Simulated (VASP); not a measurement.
# AlGa7N8 (P1) in VASP: single point with PBEsol

Aim: the single point of AlGa7N8 with PBEsol.

Everything below comes from runs of VASP 6.6.1. Logs are shortened: lines on timing, memory, paths and dates and some standing lists are left out, and cuts for length are marked.

## (1) The cell of the first run

The typed cell holds 64 atoms: a = 8.966 Å, b = 8.966 Å, c = 8.966 Å, α = 90.00°, β = 90.00°, γ = 90.00°.

## (2) Single point, PBEsol

File INCAR:

```
PREC = Accurate
ENCUT = 700
EDIFF = 1E-6
ISMEAR = -1
SIGMA = 0.05
LREAL = Auto
LASPH = T
NELM = 120
ALGO = Normal
ISIF = 2
LWAVE = F
LCHARG = F
GGA = PS
NBANDS = 306
ISYM = -1
GGA_COMPAT = F
```

File KPOINTS:

```
explicit points
1
Reciprocal
  0.25000000   0.25000000   0.25000000 1
```

File POSCAR:

```
AlGa7N8
1.0
    8.9656695395      0.0000000000      0.0000000000
    0.0000000000      8.9656695395      0.0000000000
    0.0000000000      0.0000000000      8.9656695395
Ga N Al
28 32 4
Direct
    0.9991920000      0.9999750000      0.0013970000
    0.9995430000      0.0007470000      0.4992280000
    0.9989610000      0.5002900000      0.0026270000
    0.9997300000      0.4994530000      0.4975980000
    0.5006370000      0.9995140000      0.0005180000
    0.4999370000      0.0000780000      0.4998720000
    0.5005670000      0.5007780000      0.0020520000
    0.4998550000      0.5001740000      0.4985100000
    0.2492290000      0.2508920000      0.0019470000
    0.2488600000      0.2511760000      0.4983940000
    0.2496070000      0.7492130000      0.0013170000
    0.2497900000      0.7490930000      0.4989890000
    0.7507720000      0.2511530000      0.0019450000
    0.7504660000      0.2509430000      0.4984910000
    0.7501030000      0.7490860000      0.4991320000
    0.2489890000      0.0007110000      0.2499540000
    0.2496800000      0.0001110000      0.7503080000
    0.2496360000      0.5001130000      0.7503100000
    0.7506680000      0.9999050000      0.2495910000
    0.7498280000      0.9994620000      0.7510400000
    0.7501640000      0.5007170000      0.7509350000
    0.9997010000      0.2503920000      0.7503900000
    0.9988250000      0.7486370000      0.2493720000
    0.9990790000      0.7496760000      0.7509740000
    0.4998920000      0.2516470000      0.2502290000
    0.4999260000      0.2503960000      0.7503330000
    0.5005760000      0.7483550000      0.2495390000
    0.5005280000      0.7500520000      0.7509350000
    0.1211860000      0.1281690000      0.1282740000
    0.1248280000      0.1255690000      0.6247540000
    0.1277520000      0.6222690000      0.1283930000
    0.1238480000      0.6245450000      0.6245850000
    0.6246100000      0.1255550000      0.1255150000
    0.6254640000      0.1253050000      0.6247800000
    0.6313390000      0.6248590000      0.1255280000
    0.6245400000      0.6248520000      0.6248160000
    0.3723640000      0.3785450000      0.1282350000
    0.3746790000      0.3751540000      0.6243750000
    0.3748360000      0.8749830000      0.1255600000
    0.3748950000      0.8744560000      0.6250250000
    0.8749370000      0.3753860000      0.1315350000
    0.8750460000      0.3756250000      0.6250340000
    0.8719170000      0.8715550000      0.1222240000
    0.8747250000      0.8749080000      0.6244630000
    0.3750570000      0.1254440000      0.3748700000
    0.3746330000      0.1252940000      0.8761360000
    0.3715970000      0.6215070000      0.3712730000
    0.3751230000      0.6248420000      0.8756870000
    0.8778560000      0.1279930000      0.3717160000
    0.8746690000      0.1255080000      0.8757780000
    0.8715440000      0.6218070000      0.3717600000
    0.8723910000      0.6275000000      0.8790150000
    0.1245060000      0.3749250000      0.3687080000
    0.1239850000      0.3756810000      0.8759480000
    0.1238800000      0.8744640000      0.3744500000
    0.1247360000      0.8749630000      0.8760080000
    0.6279040000      0.3785340000      0.3718300000
    0.6249460000      0.3751910000      0.8760710000
    0.6248420000      0.8748940000      0.3748060000
    0.6279340000      0.8718450000      0.8786640000
    0.7495740000      0.7490130000      0.0009450000
    0.2487030000      0.4990990000      0.2499880000
    0.7501490000      0.4999310000      0.2491010000
    0.9993200000      0.2512640000      0.2499550000
```

Potentials or basis: VASP PAW PBE potentials, release 64 (Ga_d, N, Al).

On the command line:

```bash
> cat potpaw_PBE.64/Ga_d/POTCAR potpaw_PBE.64/N/POTCAR potpaw_PBE.64/Al/POTCAR > POTCAR
> mpirun -np 1 vasp_std > vasp.out
```

OUTCAR:

```text
PREC = Accurate
   ENCUT = 700
   EDIFF = 1E-6
   ISMEAR = -1
   LREAL = Auto
   LASPH = T
   NELM = 120
   ISIF = 2
   GGA = PS
   ISYM = -1

 ion  position               nearest neighbor table
   1  0.999  1.000  0.001-  50 1.94  56 1.95  43 1.95  29 1.95
   2  1.000  0.001  0.499-  55 1.94  30 1.94  44 1.95  49 1.95
   3  0.999  0.500  0.003-  54 1.95  31 1.95  52 1.95  41 1.96  63 3.14
   4  1.000  0.499  0.498-  42 1.95  32 1.95  51 1.95  53 1.96
   5  0.501  1.000  0.001-  33 1.94  39 1.94  46 1.95  60 1.95
   6  0.500  0.000  0.500-  59 1.94  45 1.94  34 1.94  40 1.95
   7  0.501  0.501  0.002-  48 1.95  58 1.95  37 1.95  35 1.96
   8  0.500  0.500  0.499-  36 1.94  38 1.95  57 1.95  47 1.95
   9  0.249  0.251  0.002-  54 1.95  46 1.95  37 1.95  29 1.95
[... 49 lines left out ...]
  59  0.625  0.875  0.375-   6 1.94  15 1.94  19 1.95  27 1.95
  60  0.628  0.872  0.879-  61 1.90   5 1.95  28 1.95  20 1.95
  61  0.750  0.749  0.001-  43 1.90  52 1.90  60 1.90  35 1.90  63 3.15
  62  0.249  0.499  0.250-  31 1.89  37 1.89  47 1.90  53 1.90  64 3.15
  63  0.750  0.500  0.249-  51 1.89  57 1.90  41 1.90  35 1.90   3 3.14  61 3.15  64 3.16
  64  0.999  0.251  0.250-  49 1.90  29 1.90  41 1.90  53 1.90  62 3.15  63 3.16

IMPORTANT INFORMATION: All symmetrisations will be switched off!
NOSYMM: (Re-)initialisation of all symmetry stuff for point group C_1.

----------------------------------------------------------------------------------------

                                     Primitive cell

  volume of cell :     720.6895

  direct lattice vectors                    reciprocal lattice vectors
     8.965669540  0.000000000  0.000000000     0.111536567  0.000000000  0.000000000
     0.000000000  8.965669540  0.000000000     0.000000000  0.111536567  0.000000000
     0.000000000  0.000000000  8.965669540     0.000000000  0.000000000  0.111536567

  length of vectors
     8.965669540  8.965669540  8.965669540     0.111536567  0.111536567  0.111536567

  position of ions in fractional coordinates (direct lattice)
     0.999192000  0.999975000  0.001397000
     0.999543000  0.000747000  0.499228000
     0.998961000  0.500290000  0.002627000
     0.999730000  0.499453000  0.497598000
     0.500637000  0.999514000  0.000518000
     0.499937000  0.000078000  0.499872000
[... 56 lines left out ...]
     0.750149000  0.499931000  0.249101000
     0.999320000  0.251264000  0.249955000

  ion indices of the primitive-cell ions
   primitive index   ion index
                 1           1
                 2           2
                 3           3
                 4           4
                 5           5
                 6           6
[... 56 lines left out ...]
                63          63
                64          64

----------------------------------------------------------------------------------------

 KPOINTS: explicit points

Read explicit list of k-points.

 Found      1 k-points:

 Following reciprocal coordinates:
            Coordinates               Weight
  0.250000  0.250000  0.250000      1.000000
   k-points           NKPTS =      1   k-points in BZ     NKDIM =      1   number of bands    NBANDS=    306
   number of dos      NEDOS =    301   number of ions     NIONS =     64
   total plane-waves  NPLWV = 512000
   dimension x,y,z NGX =    80 NGY =   80 NGZ =   80
   dimension x,y,z NGXF=   160 NGYF=  160 NGZF=  160
   ions per type =              28  32   4
   NGX,Y,Z   is equivalent  to a cutoff of  14.83, 14.83, 14.83 a.u.
   NGXF,Y,Z  is equivalent  to a cutoff of  29.67, 29.67, 29.67 a.u.
 SYSTEM =  unknown system
   PREC   = accura    normal or accurate (medium, high low for compatibility)
   ISTART =      0    job   : 0-new  1-cont  2-samecut
   ICHARG =      2    charge: 1-file 2-atom 10-const
   ISPIN  =      1    spin polarized calculation?
   LNONCOLLINEAR =      F non collinear calculations
   LSORBIT =      F    spin-orbit coupling
   LASPH  =      T    aspherical Exc in radial PAW
   ENCUT  =  700.0 eV  51.45 Ry    7.17 a.u.  19.34 19.34 19.34*2*pi/ulx,y,z
   NELM   =    120;   NELMIN=  2; NELMDL= -5     # of ELM steps
   EDIFF  = 0.1E-05   stopping-criterion for ELM
   LREAL  =      T    real-space projection
   EDIFFG = 0.1E-04   stopping-criterion for IOM
   NSW    =      0    number of steps for IOM
   IBRION =     -1    ionic relax: 0-MD 1-quasi-New 2-CG
   NFREE  =      0    steps in history (QN), initial steepest desc. (CG)
   ISIF   =      2    stress and relaxation
   ISYM   =     -1    0-nonsym 1-usesym 2-fastsym
   POTIM  = 0.5000    time-step for ionic-motion
   TEBEG  =    0.0;   TEEND  =   0.0 temperature during run
   PSTRESS=    0.0 pullay stress
   NELECT =     536.0000    total number of electrons
   NUPDOWN=      -1.0000    fix difference up-down
   EMIN   =  10.00;   EMAX   =-10.00  energy-range for DOS
   EFERMI =   0.00;   METHOD = LEGACY
   ISMEAR =    -1;   SIGMA  =   0.05  broadening in eV -4-tet -1-fermi 0-gaus
   EFERMI_NEDOS =   21; number of points for ismear=-14 and -15
   IALGO  =     38    algorithm
   IMIX   =      4    mixing-type and parameters
     AMIX     =   0.40;   BMIX     =  1.00
     AMIX_MAG =   1.60;   BMIX_MAG =  1.00
  volume/ion in A,a.u.               =      11.26        75.99
  Fermi-wavevector in a.u.,A,eV,Ry     =   1.483248  2.802932 29.933142  2.200024
  Thomas-Fermi vector in A             =   2.596933
   LORBIT       =      0    0 simple, 1 ext, 2 COOP (PROOUT), +10 PAW based schemes
   GGA     = PS    functional components
   LHFCALC =     F    Hartree Fock is set to
   AEXX    =    0.0000 exact exchange contribution
   IVDW    =     0    specifies the selected vdW correction
   LEPSILON=     F    determine dielectric tensor
   LRPA    =     F    only Hartree local field effects (RPA)
 non-spin polarized calculation
  energy-cutoff  :      700.00
  volume of cell :      720.69
 maximum number of plane-waves:     30298
 NGX is ok and might be reduce to    80
   NGX = 39   NGY = 39   NGZ = 39

 number of electron     536.0000096 magnetization

 Free energy of the ion-electron system (eV)
  ---------------------------------------------------
  ext. energy  EPLUGINS =         0.00000000
  ---------------------------------------------------
  free energy    TOTEN  =      -430.00303675 eV

  energy without entropy =     -430.00303675  energy(sigma->0) =     -430.00303675

 E-fermi :   6.4016     XC(G=0): -11.8401

 val. band max:        5.1515273178   @ k =   0.2500   0.2500   0.2500
 cond. band min:       8.3735542200   @ k =   0.2500   0.2500   0.2500
 fundamental gap:      3.2220269022
 Fermi energy:         6.4015828619

 k-point     1 :       0.2500    0.2500    0.2500
  band No.  band energies     occupation
      1     -10.4003      2.00000
      2     -10.0325      2.00000
      3     -10.0174      2.00000
      4      -9.9998      2.00000
      5      -9.8063      2.00000
      6      -9.7937      2.00000
[... 272 lines left out ...]
    279      10.1893      0.00000
    280      10.4830      0.00000
 [bands above 280 left out]

------------------------ aborting loop because EDIFF is reached ----------------------------------------

  FORCE on cell =-STRESS in cart. coord.  units (eV):
  Direction    XX          YY          ZZ          XY          YZ          ZX
  --------------------------------------------------------------------------------------
  -------------------------------------------------------------------------------------
  Total       -1.3802287     -1.3462007     -1.5391755     -1.6042698     -1.6576366     -1.6086841
  in kB       -3.0684105     -2.9927621     -3.4217679     -3.5664801     -3.6851207     -3.5762936
  external PRESSURE =      -3.1609802 kB  Pullay stress =       0.0000000 kB

 VOLUME and BASIS-vectors are now :
 -----------------------------------------------------------------------------
  energy-cutoff  :      700.00
  volume of cell :      720.69
      direct lattice vectors                 reciprocal lattice vectors
     8.965669540  0.000000000  0.000000000     0.111536567  0.000000000  0.000000000
     0.000000000  8.965669540  0.000000000     0.000000000  0.111536567  0.000000000
     0.000000000  0.000000000  8.965669540     0.000000000  0.000000000  0.111536567

 POSITION                                       TOTAL-FORCE (eV/Angst)
 -----------------------------------------------------------------------------------
      8.95843      8.96545      0.01253         0.005845      0.000748     -0.005316
      8.96157      0.00670      4.47591         0.002568     -0.008999      0.006003
      8.95635      4.48543      0.02355         0.004605      0.001119     -0.001889
      8.96325      4.47793      4.46130        -0.004563      0.003182     -0.000340
      4.48855      8.96131      0.00464        -0.004360      0.004984     -0.000107
      4.48227      0.00070      4.48169         0.001383     -0.002821      0.002661
[... 56 lines left out ...]
      6.72559      4.48222      2.23336         0.000548     -0.000987      0.007897
      8.95957      2.25275      2.24101         0.011315     -0.002320      0.000311
 -----------------------------------------------------------------------------------
    total drift:                                0.040900     -0.001803      0.007535

  FREE ENERGIE OF THE ION-ELECTRON SYSTEM (eV)
  ---------------------------------------------------
  free  energy   TOTEN  =      -430.0030367520 eV

  energy  without entropy=     -430.0030367519  energy(sigma->0) =     -430.00303675
```

Run time: 12 min. Hardware: 1 thread of AMD EPYC 7R13 (Zen 3), shared host; peak memory 1.1 GiB.

Results:

| Quantity | Value |
| --- | --- |
| Free energy | -430.0030 eV |
| Pressure | -0.3 GPa |
| Largest force | 0.017 eV/Å |
| Band gap on the k mesh | 3.22 eV |

Forces in eV/Å, atoms in the order of the input:
```
Ga   0.006  0.001 -0.005
Ga   0.003 -0.009  0.006
Ga   0.005  0.001 -0.002
Ga  -0.005  0.003  0.000
Ga  -0.004  0.005  0.000
Ga   0.001 -0.003  0.003
Ga   0.000 -0.004 -0.006
Ga   0.000 -0.003  0.006
Ga   0.001 -0.004 -0.001
Ga   0.001 -0.008  0.003
Ga   0.002  0.007 -0.007
Ga   0.001  0.008  0.010
Ga  -0.005 -0.007  0.001
Ga  -0.007 -0.008  0.007
Ga  -0.001  0.009  0.009
Ga   0.007 -0.008  0.003
Ga  -0.005  0.000  0.002
Ga  -0.005 -0.001  0.002
Ga  -0.003 -0.002  0.000
Ga   0.001  0.009 -0.009
Ga  -0.003 -0.007 -0.011
Ga  -0.003  0.001 -0.001
Ga   0.003  0.007  0.005
Ga   0.008  0.005 -0.013
Ga   0.001 -0.008 -0.001
Ga   0.000  0.004  0.001
Ga  -0.009  0.007  0.004
Ga  -0.004  0.000 -0.007
N    0.001 -0.010 -0.007
N   -0.001 -0.001  0.001
N   -0.008  0.002 -0.006
N    0.003  0.000  0.003
N    0.000 -0.001 -0.004
N   -0.003 -0.001  0.000
N   -0.011 -0.006 -0.003
N    0.000  0.000  0.001
N    0.003 -0.006 -0.008
N    0.001  0.000  0.003
N    0.000 -0.002 -0.004
N    0.000  0.002  0.001
N   -0.006 -0.004 -0.009
N    0.000 -0.001  0.001
N    0.009  0.008  0.007
N   -0.001  0.000  0.001
N    0.000  0.002 -0.002
N    0.000 -0.001 -0.002
N    0.007  0.007  0.011
N   -0.002  0.000 -0.001
N   -0.005 -0.004 -0.002
N    0.001  0.001 -0.002
N    0.008  0.008  0.011
N    0.003 -0.007 -0.004
N    0.001  0.004  0.010
N    0.001 -0.002 -0.003
N    0.001  0.003  0.000
N    0.001 -0.002 -0.002
N   -0.006 -0.004  0.003
N    0.000  0.000 -0.002
N    0.001  0.001  0.000
N   -0.007  0.003 -0.005
Al   0.001  0.009  0.001
Al   0.009  0.009  0.006
Al   0.001 -0.001  0.008
Al   0.011 -0.002  0.000
```

Levels at points of the mesh, in eV from the valence-band top:
```csv
k point,band 265,band 266,band 267,band 268,band 269,band 270,band 271,band 272
"(0.25, 0.25, 0.25)",-0.39,-0.36,-0.01,0.00,3.22,4.11,4.12,4.12
```

Caveat: the PAW data sets were made with another functional, which shifts forces and pressure a little; a shifted mesh leaves out Γ, where band edges can lie. A k mesh can miss the band edges.
